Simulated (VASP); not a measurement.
# CaMg (Pm-3m) in VASP: notebook

Runs on CaMg. Level: LDA. Tasks: single point.

Everything below comes from runs of VASP 6.6.1. Logs are shortened: lines on timing, memory, paths and dates and some standing lists are left out, and cuts for length are marked.

## (1) The cell of the first run

It takes space group Pm-3m (No. 221, cubic). The conventional cell has a = 3.640 Å, b = 3.640 Å, c = 3.640 Å, α = 90.00°, β = 90.00°, γ = 90.00°. Ca (site symmetry m-3m) has 8 Mg at 3.15 Å and 6 Ca at 3.64 Å within 4.1 Å. Within 4.1 Å of Mg (site symmetry m-3m) lie 8 Ca at 3.15 Å and 6 Mg at 3.64 Å.

## (2) Single point, LDA (24.12 Å³/atom)

The input, INCAR:

```
SYSTEM = CaMg
PREC = Accurate
ENCUT = 520
EDIFF = 1E-6
ISMEAR = 0
SIGMA = 0.15
LREAL = .False.
LASPH = .True.
NELM = 80
ALGO = Normal
ISIF = 2
LWAVE = .False.
LCHARG = .False.
NBANDS = 13
```

The input, KPOINTS:

```
Automatic mesh
0
Gamma
  14 14 14
  0 0 0
```

The input, POSCAR:

```
CaMg
1.0
    3.6404391049      0.0000000000      0.0000000000
    0.0000000000      3.6404391049      0.0000000000
    0.0000000000      0.0000000000      3.6404391049
Ca Mg
1 1
Direct
    0.0000000000      0.0000000000      0.0000000000
    0.5000000000      0.5000000000      0.5000000000
```

Potentials or basis: VASP PAW LDA potentials, release 64 (Ca_sv, Mg).

On the command line:

```bash
> cat potpaw_LDA.64/Ca_sv/POTCAR potpaw_LDA.64/Mg/POTCAR > POTCAR
> mpirun -np 1 vasp_std > vasp.out
```

OUTCAR:

```text
SYSTEM = CaMg
   PREC = Accurate
   ENCUT = 520
   EDIFF = 1E-6
   ISMEAR = 0
   LREAL = .False.
   LASPH = .True.
   NELM = 80
   ISIF = 2

 ion  position               nearest neighbor table
   1  0.000  0.000  0.000-   2 3.15   2 3.15   2 3.15   2 3.15   2 3.15   2 3.15   2 3.15   2 3.15

   2  0.500  0.500  0.500-   1 3.15   1 3.15   1 3.15   1 3.15   1 3.15   1 3.15   1 3.15   1 3.15

  LATTYP: Found a simple cubic cell.
 ALAT       =     3.6404391049

  Lattice vectors:

 A1 = (   3.6404391049,   0.0000000000,   0.0000000000)
 A2 = (   0.0000000000,   3.6404391049,   0.0000000000)
 A3 = (   0.0000000000,   0.0000000000,   3.6404391049)

Analysis of symmetry for initial positions (statically):
=====================================================================
 Subroutine PRICEL returns:
 Original cell was already a primitive cell.

 Routine SETGRP: Setting up the symmetry group for a
 simple cubic supercell.

 Subroutine GETGRP returns: Found 48 space group operations
 (whereof 48 operations were pure point group operations)
 out of a pool of 48 trial point group operations.

The static configuration has the point symmetry O_h .

Analysis of symmetry for dynamics (positions and initial velocities):
=====================================================================
 Subroutine PRICEL returns:
 Original cell was already a primitive cell.

 Routine SETGRP: Setting up the symmetry group for a
 simple cubic supercell.

 Subroutine GETGRP returns: Found 48 space group operations
 (whereof 48 operations were pure point group operations)
 out of a pool of 48 trial point group operations.

The dynamic configuration has the point symmetry O_h .

 Subroutine INISYM returns: Found 48 space group operations
 (whereof 48 operations are pure point group operations),
 and found     1 'primitive' translations

----------------------------------------------------------------------------------------

                                     Primitive cell

  volume of cell :      48.2460

  direct lattice vectors                    reciprocal lattice vectors
     3.640439105  0.000000000  0.000000000     0.274692138  0.000000000  0.000000000
     0.000000000  3.640439105  0.000000000     0.000000000  0.274692138  0.000000000
     0.000000000  0.000000000  3.640439105     0.000000000  0.000000000  0.274692138

  length of vectors
     3.640439105  3.640439105  3.640439105     0.274692138  0.274692138  0.274692138

  position of ions in fractional coordinates (direct lattice)
     0.000000000  0.000000000  0.000000000
     0.500000000  0.500000000  0.500000000

  ion indices of the primitive-cell ions
   primitive index   ion index
                 1           1
                 2           2

----------------------------------------------------------------------------------------

 KPOINTS: Automatic mesh

Automatic generation of k-mesh.
 Grid dimensions read from file:
 generate k-points for:   14   14   14

 Generating k-lattice:

  Cartesian coordinates                     Fractional coordinates (reciprocal lattice)
     0.019620867  0.000000000  0.000000000     0.071428571  0.000000000  0.000000000
     0.000000000  0.019620867  0.000000000     0.000000000  0.071428571  0.000000000
     0.000000000  0.000000000  0.019620867     0.000000000  0.000000000  0.071428571

  Length of vectors
     0.019620867  0.019620867  0.019620867

  Shift w.r.t. Gamma in fractional coordinates (k-lattice)
     0.000000000  0.000000000  0.000000000

 Subroutine IBZKPT returns following result:
 ===========================================

 Found    120 irreducible k-points:

 Following reciprocal coordinates:
            Coordinates               Weight
  0.000000  0.000000  0.000000      1.000000
  0.071429  0.000000  0.000000      6.000000
  0.142857  0.000000  0.000000      6.000000
  0.214286  0.000000  0.000000      6.000000
  0.285714  0.000000  0.000000      6.000000
  0.357143  0.000000  0.000000      6.000000
[... 16 lines left out ...]
  0.285714  0.214286  0.000000     24.000000
  0.357143  0.214286  0.000000     24.000000
 [... further k-points ...]
   k-points           NKPTS =    120   k-points in BZ     NKDIM =    120   number of bands    NBANDS=     13
   number of dos      NEDOS =    301   number of ions     NIONS =      2
   total plane-waves  NPLWV =  21952
   dimension x,y,z NGX =    28 NGY =   28 NGZ =   28
   dimension x,y,z NGXF=    56 NGYF=   56 NGZF=   56
   ions per type =               1   1
   NGX,Y,Z   is equivalent  to a cutoff of  12.79, 12.79, 12.79 a.u.
   NGXF,Y,Z  is equivalent  to a cutoff of  25.57, 25.57, 25.57 a.u.
 SYSTEM =  CaMg
   PREC   = accura    normal or accurate (medium, high low for compatibility)
   ISTART =      0    job   : 0-new  1-cont  2-samecut
   ICHARG =      2    charge: 1-file 2-atom 10-const
   ISPIN  =      1    spin polarized calculation?
   LNONCOLLINEAR =      F non collinear calculations
   LSORBIT =      F    spin-orbit coupling
   LASPH  =      T    aspherical Exc in radial PAW
   ENCUT  =  520.0 eV  38.22 Ry    6.18 a.u.   6.77  6.77  6.77*2*pi/ulx,y,z
   NELM   =     80;   NELMIN=  2; NELMDL= -5     # of ELM steps
   EDIFF  = 0.1E-05   stopping-criterion for ELM
   LREAL  =      F    real-space projection
   EDIFFG = 0.1E-04   stopping-criterion for IOM
   NSW    =      0    number of steps for IOM
   IBRION =     -1    ionic relax: 0-MD 1-quasi-New 2-CG
   NFREE  =      0    steps in history (QN), initial steepest desc. (CG)
   ISIF   =      2    stress and relaxation
   ISYM   =      2    0-nonsym 1-usesym 2-fastsym
   POTIM  = 0.5000    time-step for ionic-motion
   TEBEG  =    0.0;   TEEND  =   0.0 temperature during run
   PSTRESS=    0.0 pullay stress
   NELECT =      12.0000    total number of electrons
   NUPDOWN=      -1.0000    fix difference up-down
   EMIN   =  10.00;   EMAX   =-10.00  energy-range for DOS
   EFERMI =   0.00;   METHOD = LEGACY
   ISMEAR =     0;   SIGMA  =   0.15  broadening in eV -4-tet -1-fermi 0-gaus
   EFERMI_NEDOS =   21; number of points for ismear=-14 and -15
   IALGO  =     38    algorithm
   IMIX   =      4    mixing-type and parameters
     AMIX     =   0.40;   BMIX     =  1.00
     AMIX_MAG =   1.60;   BMIX_MAG =  1.00
  volume/ion in A,a.u.               =      24.12       162.79
  Fermi-wavevector in a.u.,A,eV,Ry     =   1.029552  1.945571 14.421857  1.059977
  Thomas-Fermi vector in A             =   2.163605
   LORBIT       =      0    0 simple, 1 ext, 2 COOP (PROOUT), +10 PAW based schemes
   GGA     = CA    functional components
   LHFCALC =     F    Hartree Fock is set to
   AEXX    =    0.0000 exact exchange contribution
   IVDW    =     0    specifies the selected vdW correction
   LEPSILON=     F    determine dielectric tensor
   LRPA    =     F    only Hartree local field effects (RPA)
 non-spin polarized calculation
 Gauss-broadening in eV      SIGMA  =   0.15
  energy-cutoff  :      520.00
  volume of cell :       48.25
 maximum number of plane-waves:      1328
 NGX is ok and might be reduce to    28
   NGX = 13   NGY = 13   NGZ = 13

 number of electron      12.0000005 magnetization

 Free energy of the ion-electron system (eV)
  ---------------------------------------------------
  ext. energy  EPLUGINS =         0.00000000
  ---------------------------------------------------
  free energy    TOTEN  =        -4.12369606 eV

  energy without entropy =       -4.10575581  energy(sigma->0) =       -4.11472593

 E-fermi :   3.2070     XC(G=0):  -9.2768

 val. band max:        3.1926546503   @ k =   0.2857   0.2857   0.0714
 cond. band min:       3.2099902111   @ k =   0.3571   0.3571   0.1429
 fundamental gap:      0.0173355609
 Fermi energy:         3.2070475798

 k-point     1 :       0.0000    0.0000    0.0000
  band No.  band energies     occupation
      1     -37.1953      2.00000
      2     -18.4783      2.00000
      3     -18.4783      2.00000
      4     -18.4783      2.00000
      5      -2.5506      2.00000
      6       3.9952      0.00000
      7       3.9952      0.00000
      8       7.6506      0.00000
      9       7.6506      0.00000
     10       7.6506      0.00000
     11       8.3130      0.00000
     12       8.3130      0.00000
     13       8.3130      0.00000

 k-point     2 :       0.0714    0.0000    0.0000
  band No.  band energies     occupation
      1     -37.1946      2.00000
      2     -18.4879      2.00000
      3     -18.4774      2.00000
      4     -18.4774      2.00000
      5      -2.4840      2.00000
      6       3.9375      0.00000
      7       4.0315      0.00000
      8       7.3628      0.00000
      9       7.3628      0.00000
     10       7.6623      0.00000
     11       8.1445      0.00000
     12       8.6353      0.00000
     13       8.6353      0.00000

 k-point     3 :       0.1429    0.0000    0.0000
  band No.  band energies     occupation
      1     -37.1926      2.00000
      2     -18.5147      2.00000
      3     -18.4751      2.00000
      4     -18.4751      2.00000
      5      -2.2865      2.00000
      6       3.7258      0.00000
      7       4.1375      0.00000
      8       6.9279      0.00000
      9       6.9279      0.00000
     10       7.6952      0.00000
     11       7.8510      0.00000
     12       9.1761      0.00000
     13       9.1761      0.00000

 k-point     4 :       0.2143    0.0000    0.0000
  band No.  band energies     occupation
      1     -37.1897      2.00000
      2     -18.5531      2.00000
      3     -18.4717      2.00000
      4     -18.4717      2.00000
      5      -1.9644      2.00000
      6       3.2967      0.39772
      7       4.3033      0.00000
      8       6.5282      0.00000
      9       6.5282      0.00000
     10       7.7356      0.00000
     11       7.7438      0.00000
     12       9.7601      0.00000
     13       9.7601      0.00000

 k-point     5 :       0.2857    0.0000    0.0000
  band No.  band energies     occupation
      1     -37.1866      2.00000
      2     -18.5954      2.00000
      3     -18.4680      2.00000
      4     -18.4680      2.00000
      5      -1.5272      2.00000
      6       2.6644      2.00000
      7       4.5094      0.00000
      8       6.1969      0.00000
      9       6.1969      0.00000
     10       7.7990      0.00000
     11       7.8893      0.00000
     12      10.3613      0.00000
     13      10.3613      0.00000
[... 257 lines left out ...]
 k-point    22 :       0.2143    0.2143    0.0000
  band No.  band energies     occupation
      1     -37.1843      2.00000
      2     -18.5481      2.00000
      3     -18.5413      2.00000
      4     -18.4652      2.00000
      5      -1.4134      2.00000
      6       3.5880      0.00033
      7       3.7015      0.00000
      8       5.7138      0.00000
      9       6.4915      0.00000
     10       7.0957      0.00000
     11       8.3727      0.00000
     12       8.9383      0.00000
     13      10.8934      0.00000

 k-point    23 :       0.2857    0.2143    0.0000
  band No.  band energies     occupation
      1     -37.1811      2.00000
      2     -18.5861      2.00000
      3     -18.5396      2.00000
      4     -18.4614      2.00000
      5      -1.0055      2.00000
      6       3.0191      1.92367
      7       3.8724      0.00000
      8       5.5694      0.00000
      9       6.3253      0.00000
     10       7.0356      0.00000
     11       8.3556      0.00000
     12       9.1351      0.00000
     13      11.2005      0.00000

 k-point    24 :       0.3571    0.2143    0.0000
  band No.  band energies     occupation
      1     -37.1783      2.00000
      2     -18.6228      2.00000
      3     -18.5354      2.00000
      4     -18.4581      2.00000
      5      -0.5069      2.00000
      6       2.3005      2.00000
      7       4.1419      0.00000
      8       5.3944      0.00000
      9       6.1344      0.00000
     10       7.0708      0.00000
     11       8.4451      0.00000
     12       9.4553      0.00000
     13      10.8940      0.00000

 [... further k-points ...]

------------------------ aborting loop because EDIFF is reached ----------------------------------------

  FORCE on cell =-STRESS in cart. coord.  units (eV):
  Direction    XX          YY          ZZ          XY          YZ          ZX
  --------------------------------------------------------------------------------------
  -------------------------------------------------------------------------------------
  Total        2.0461134      2.0461134      2.0461134      0.0000000      0.0000000     -0.0000000
  in kB       67.9483576     67.9483576     67.9483576      0.0000000      0.0000000     -0.0000000
  external PRESSURE =      67.9483576 kB  Pullay stress =       0.0000000 kB

 VOLUME and BASIS-vectors are now :
 -----------------------------------------------------------------------------
  energy-cutoff  :      520.00
  volume of cell :       48.25
      direct lattice vectors                 reciprocal lattice vectors
     3.640439105  0.000000000  0.000000000     0.274692138  0.000000000  0.000000000
     0.000000000  3.640439105  0.000000000     0.000000000  0.274692138  0.000000000
     0.000000000  0.000000000  3.640439105     0.000000000  0.000000000  0.274692138

 POSITION                                       TOTAL-FORCE (eV/Angst)
 -----------------------------------------------------------------------------------
      0.00000      0.00000      0.00000         0.000000      0.000000      0.000000
      1.82022      1.82022      1.82022         0.000000      0.000000      0.000000
 -----------------------------------------------------------------------------------
    total drift:                               -0.000000     -0.000000     -0.000000

  FREE ENERGIE OF THE ION-ELECTRON SYSTEM (eV)
  ---------------------------------------------------
  free  energy   TOTEN  =        -4.1236960558 eV

  energy  without entropy=       -4.1057558079  energy(sigma->0) =       -4.11472593
```

Run time: 22 s. Hardware: 1 thread of Intel Xeon 6975P-C (Granite Rapids), shared host; peak memory 0.2 GiB.

Results:

* Free energy: -4.1237 eV
* Pressure: 6.8 GPa
* Band gap on the k mesh: zero (bands 6 and 7 overlap by 1.39 eV)

Caveat: the cell stands under pressure.

## (3) Single point, LDA (25.65 Å³/atom)

This run uses another cell than the first one, of 25.65 Å³/atom.

The input, INCAR:

```
SYSTEM = CaMg
PREC = Accurate ; ENCUT = 520
EDIFF = 1E-7 ; ISMEAR = 0
SIGMA = 0.15 ; LREAL = .FALSE.
LASPH = .TRUE. ; NELM = 80
ALGO = Normal ; ISIF = 2
LWAVE = .FALSE. ; LCHARG = .FALSE.
GGA = CA ; NBANDS = 13
```

The input, KPOINTS:

```
regular mesh
0
G
  14 14 14
  0 0 0
```

The input, POSCAR:

```
CaMg
1.0
    3.7158801270      0.0000000000      0.0000000000
    0.0000000000      3.7158801270      0.0000000000
    0.0000000000      0.0000000000      3.7158801270
Ca Mg
1 1
Direct
    0.0000000000      0.0000000000      0.0000000000
    0.5000000000      0.5000000000      0.5000000000
```

Potentials or basis: VASP PAW LDA potentials, release 64 (Ca_sv, Mg).

On the command line:

```bash
> cat potpaw_LDA.64/Ca_sv/POTCAR potpaw_LDA.64/Mg/POTCAR > POTCAR
> mpirun -np 1 vasp_std > vasp.out
```

Run time: 23 s. Hardware: 1 thread of Intel Xeon 6975P-C (Granite Rapids), shared host; peak memory 0.21 GiB.

Results (log left out):

| Quantity | Value |
| --- | --- |
| Free energy | -4.2252 eV |
| Pressure | 3.9 GPa |
| Band gap on the k mesh | zero (bands 6 and 7 overlap by 1.37 eV) |

Levels at points of the mesh, in eV from the Fermi level:
| k point | band 4 | band 5 | band 6 | band 7 | band 8 | band 9 |
| --- | --- | --- | --- | --- | --- | --- |
| (0.00, 0.00, 0.00) | -21.83 | -5.60 | 0.85 | 0.85 | 4.27 | 4.27 |
| (0.50, 0.00, 0.00) | -21.82 | -2.99 | -2.63 | 1.75 | 2.47 | 2.47 |
| (0.50, 0.50, 0.00) | -21.81 | -2.07 | -0.14 | -0.14 | 0.38 | 3.06 |
| (0.50, 0.50, 0.50) | -21.94 | -0.52 | -0.52 | -0.52 | 2.13 | 3.32 |

Caveat: the cell stands under pressure.

## (4) Single point, LDA (27.19 Å³/atom)

This run uses another cell than the first one, of 27.19 Å³/atom.

The input, INCAR:

```
  PREC = Accurate
  ENCUT = 520
  EDIFF = 1E-6
  ISMEAR = 0
  SIGMA = 0.15
  LREAL = False
  LASPH = True
  NELM = 100
  ALGO = Normal
  ISIF = 2
  LWAVE = False
  LCHARG = False
  NBANDS = 13
```

The input, KPOINTS:

```
Automatic mesh
0
Gamma
  14 14 14
```

The input, POSCAR:

```
CaMg
1.0
    3.7884227511      0.0000000000      0.0000000000
    0.0000000000      3.7884227511      0.0000000000
    0.0000000000      0.0000000000      3.7884227511
Ca Mg
1 1
Direct
    0.0000000000      0.0000000000      0.0000000000
    0.5000000000      0.5000000000      0.5000000000
```

On the command line:

```bash
> cat potpaw_LDA.64/Ca_sv/POTCAR potpaw_LDA.64/Mg/POTCAR > POTCAR
> mpirun -np 1 vasp_std > vasp.out
```

It took 22 s on 1 thread of Intel Xeon 6975P-C (Granite Rapids), shared host; peak memory 0.21 GiB.

It converged, with:

| Item | Value |
| --- | --- |
| Free energy | -4.2779 eV |
| Pressure | 1.7 GPa |
| Band gap on the k mesh | zero (bands 6 and 7 overlap by 1.35 eV) |

Levels at points of the mesh, in eV from the Fermi level:
```
           k point  band 3  band 4  band 5  band 6  band 7  band 8  band 9  band 10
(0.00, 0.00, 0.00)  -21.98  -21.98   -5.46    0.90    0.90    4.09    4.09     4.09
(0.50, 0.00, 0.00)  -21.97  -21.97   -2.97   -2.56    1.74    2.39    2.39     4.30
(0.50, 0.50, 0.00)  -22.08  -21.96   -2.01   -0.19   -0.19    0.35    2.97     2.97
(0.50, 0.50, 0.50)  -22.07  -22.07   -0.45   -0.45   -0.45    1.87    3.13     3.13
```

## (5) Single point, LDA

This run uses another cell than the first one, of 28.72 Å³/atom.

The input, INCAR:

```
SYSTEM = CaMg
PREC     = Accurate       ! precision mode
ENCUT    = 520            ! plane-wave cutoff, eV
EDIFF    = 1E-7           ! SCF threshold, eV
ISMEAR   = 0              ! smearing method
SIGMA    = 0.15           ! smearing width, eV
LREAL    = .FALSE.        ! projectors in reciprocal space
LASPH    = .TRUE.         ! aspherical terms in the spheres
NELM     = 60             ! most SCF steps
ALGO     = Normal         ! electronic algorithm
ISIF     = 2              ! what is computed and relaxed
LWAVE    = .FALSE.        ! write WAVECAR
LCHARG   = .TRUE.         ! write CHGCAR
LELF     = .TRUE.         ! ELF
LVHAR    = .TRUE.       
NBANDS   = 13             ! bands
```

The input, KPOINTS:

```
Automatic mesh
0
G
  14 14 14
  0 0 0
```

The input, POSCAR:

```
CaMg
1.0
    3.8582716477      0.0000000000      0.0000000000
    0.0000000000      3.8582716477      0.0000000000
    0.0000000000      0.0000000000      3.8582716477
Ca Mg
1 1
Direct
    0.0000000000      0.0000000000      0.0000000000
    0.5000000000      0.5000000000      0.5000000000
```

On the command line:

```bash
> cat potpaw_LDA.64/Ca_sv/POTCAR potpaw_LDA.64/Mg/POTCAR > POTCAR
> mpirun -np 1 vasp_std > vasp.out
```

Wall time 34 s (1 thread of Intel Xeon 6975P-C (Granite Rapids), shared host); peak memory 0.22 GiB.

Results (log left out):

```yaml
Free_energy: -4.2923 eV
Pressure: -0.1 GPa
Band_gap_on_the_k_mesh: zero (bands 6 and 7 overlap by 1.32 eV)
```

Levels at points of the mesh, in eV from the Fermi level:
```tsv
k point	band 4	band 5	band 6	band 7	band 8	band 9
(0.00, 0.00, 0.00)	-22.12	-5.32	0.93	0.93	3.93	3.93
(0.50, 0.00, 0.00)	-22.11	-2.96	-2.51	1.72	2.32	2.32
(0.50, 0.50, 0.00)	-22.10	-1.96	-0.23	-0.23	0.32	2.89
(0.50, 0.50, 0.50)	-22.19	-0.39	-0.39	-0.39	1.63	2.96
```

## (6) Overview

```csv
cell,gap on the mesh (eV),pressure (GPa)
"a = 3.640 Å, 2 atoms",none,6.8
"a = 3.716 Å, 2 atoms",none,3.9
"a = 3.788 Å, 2 atoms",none,1.7
"a = 3.858 Å, 2 atoms",none,-0.1
```

Alike in all rows: task single point; level LDA; potentials or basis VASP PAW LDA potentials, release 64 (Ca_sv, Mg); no spin polarisation; k mesh 14 × 14 × 14; cutoff (eV) 520; smearing gaussian 0.15 eV.

Caveats: the cell stands under pressure (at least some runs).

Total energies depend on the potentials used, so only differences within one code and one set of settings carry meaning.

The gap in the log of VASP goes by the Fermi energy; the results here count the filled bands.